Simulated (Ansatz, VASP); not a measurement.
Two plane-wave programs on W

The input INCAR:

```
SYSTEM = W
  ALGO = Normal
  EDIFF = 1E-6
  ENCUT = 520
  GGA = PS
  ISIF = 2
  ISMEAR = 0
  LASPH = .True.
  LCHARG = .False.
  LREAL = .False.
  LWAVE = .False.
  NBANDS = 13
  NELM = 100
  PREC = Accurate
  SIGMA = 0.15
```

The input KPOINTS:

```
k-points
0
Gamma
  26 26 26
  0 0 0
```

Contents of POSCAR:

```
W
1.0
    0.0000000000      1.9390258939      1.9390258939
    1.9390258939      0.0000000000      1.9390258939
    1.9390258939      1.9390258939      0.0000000000
W
1
Direct
    0.0000000000      0.0000000000      0.0000000000
```

Input for Ansatz:

```yaml
crystal:
  lattice:
    - [0.0, 1.9390258939, 1.9390258939]
    - [1.9390258939, 0.0, 1.9390258939]
    - [1.9390258939, 1.9390258939, 0.0]
  atoms:
    - { symbol: W, position: [0.0, 0.0, 0.0] }
basis:
  ecutwfc: 420
kpoints:
  mp_grid: { grid: [26, 26, 26] }
hamiltonian:
  xc: pbesol
scf:
  occupations: { method: gaussian, width: 0.15 }
output:
  forces: true
  stress: true
  eigenvalues: true
```

Change from the starting cell: strain -0.030 along x and y, -0.030 along z, atoms carried along.

Alike in both runs: task single point; functional PBEsol; k mesh 26 × 26 × 26; occupations gaussian, width 0.15 eV; no spin polarisation.

|  | VASP | Ansatz |
| --- | --- | --- |
| version | VASP 6.6.1 | Ansatz 0.2.0 |
| potentials or method | VASP PAW PBE potentials, release 64 (W_sv), cutoff 520 eV | scalar-relativistic, plane waves, PAW |
| valence electrons in the cell | 14 | 14 |

|  | VASP | Ansatz | Ansatz less VASP |
| --- | --- | --- | --- |
| gap on the k mesh at the Fermi level (eV) | none | none | - |
| pressure (GPa) | 34.0 | 32.7 | -1.26 |

VASP's potentials were made for PBE, not for PBEsol. A gap of «none» marks a metal or a gap that the smearing closes. Both programs put the cell under a high pressure, so it lies far from rest at this level.

Neither program's run includes spin-orbit coupling.
